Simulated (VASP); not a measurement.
A run of VASP 6.6.1 is set up as follows.

File POSCAR:

```
CsI
1.0
    4.6080833777      0.0000000000      0.0000000000
    0.0000000000      4.6080833777      0.0000000000
    0.0000000000      0.0000000000      4.6080833777
Cs I
1 1
Direct
    0.0000000000      0.0000000000      0.0000000000
    0.5000000000      0.5000000000      0.5000000000
```

INCAR.step1

```
ALGO     = Normal         # electronic algorithm
EDIFF    = 1E-5           # SCF threshold, eV
ENCUT    = 550            # plane-wave cutoff, eV
GGA      = PE             # functional
GGA_COMPAT= False        
ISMEAR   = 0              # smearing method
LASPH    = True           # aspherical terms in the spheres
LCHARG   = False          # write CHGCAR
LREAL    = False          # projectors in reciprocal space
LWAVE    = True           # write WAVECAR
NBANDS   = 15             # bands
NELM     = 120            # most SCF steps
PREC     = Accurate       # precision mode
SIGMA    = 0.01           # smearing width, eV
```

The input INCAR.step2:

```
ALGO     = Normal         # electronic algorithm
EDIFF    = 1E-6           # SCF threshold, eV
ENCUT    = 550            # plane-wave cutoff, eV
GGA_COMPAT= False        
ISIF     = 2              # what is computed and relaxed
ISMEAR   = 0              # smearing method
ISTART   = 1            
LASPH    = True           # aspherical terms in the spheres
LCHARG   = False          # write CHGCAR
LMIXTAU  = True         
LREAL    = False          # projectors in reciprocal space
LWAVE    = False          # write WAVECAR
METAGGA  = R2SCAN         # meta-GGA
NBANDS   = 15             # bands
NELM     = 120            # most SCF steps
PREC     = Accurate       # precision mode
SIGMA    = 0.01           # smearing width, eV
```

The input KPOINTS:

```
k-points
0
Gamma
  4 4 4
```

Potentials or basis: VASP PAW PBE potentials, release 64 (Cs_sv, I).

The run is started by

```bash
$ cat potpaw_PBE.64/Cs_sv/POTCAR potpaw_PBE.64/I/POTCAR > POTCAR
$ cp INCAR.step1 INCAR
$ mpirun -np 1 vasp_std > vasp.out
$ cp INCAR.step2 INCAR
$ mpirun -np 1 vasp_std > vasp.out
```

Question: Estimate the pressure.

Answer: 0.1 GPa.

Question: What does it give for the band gap on the k mesh?

Answer: 4.50 eV (least direct gap 4.59 eV).

Caveat: the PAW data sets were made with another functional, which shifts forces and pressure a little; spin-orbit coupling is left out, which moves the levels of the heavy elements. A k mesh can miss the band edges.
